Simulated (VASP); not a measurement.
# BaS: electric field gradients with LDA

Crystal: BaS.

```
Ba S
1.0
    -0.03194    3.17778    3.17778
     3.17778   -0.03194    3.17778
     3.17778    3.17778   -0.03194
Ba S
1 1
Cartesian
  0.0000 0.0000 0.0000
  3.1618 3.1618 3.1618
```

This cell differs from its parent crystal: equal xy, yz and zx shear strains of -1 %.

```json
{
  "Program": "VASP 6.6.1",
  "Task": "electric field gradients",
  "Functional": "LDA",
  "Potentials or basis": "VASP PAW LDA potentials, release 64 (Ba_sv, S)",
  "Cutoff": "520 eV",
  "k mesh": "7 × 7 × 7",
  "Occupations": "fermi-dirac, width 0.01 eV",
  "Spin": "no spin polarisation",
  "Dipole correction": "no",
  "Further INCAR settings": "ALGO = Normal; EDIFF = 1e-08; NBANDS = 15"
}
```

- Pressure: -1.8 GPa
- Band gap on the k mesh: 1.94 eV, indirect (least direct gap 2.10 eV)

Stress tensor (GPa, compression positive):
```
-1.84  0.19  0.19
 0.19 -1.84  0.19
 0.19  0.19 -1.84
```

Levels at points of the mesh, in eV from the valence-band top:
| k point | band 4 | band 5 | band 6 | band 7 | band 8 | band 9 | band 10 | band 11 | band 12 | band 13 |
| --- | --- | --- | --- | --- | --- | --- | --- | --- | --- | --- |
| (0.00, 0.00, 0.00) | -11.09 | -10.34 | -0.03 | -0.03 | 0.00 | 3.28 | 3.63 | 3.63 | 3.77 | 4.66 |

Electric field gradients, principal values (V/Å²):
| atom | least | middle | greatest (by size) |
| --- | --- | --- | --- |
| 1 Ba | -3.444 | -3.444 | 6.888 |
| 2 S | 0.693 | 0.693 | -1.385 |

Run time: 94 s on 1 thread of AMD EPYC 7R13, with other jobs on the host, peak memory 0.16 GiB.

Caveat: the cell differs from its parent crystal (equal xy, yz and zx shear strains of -1 %); without QUAD_EFG the Cq values of the log hold for a quadrupole moment of 1 mb, not for the nuclei; spin-orbit coupling is left out, which moves the levels of the heavy elements. A k mesh can miss the band edges.
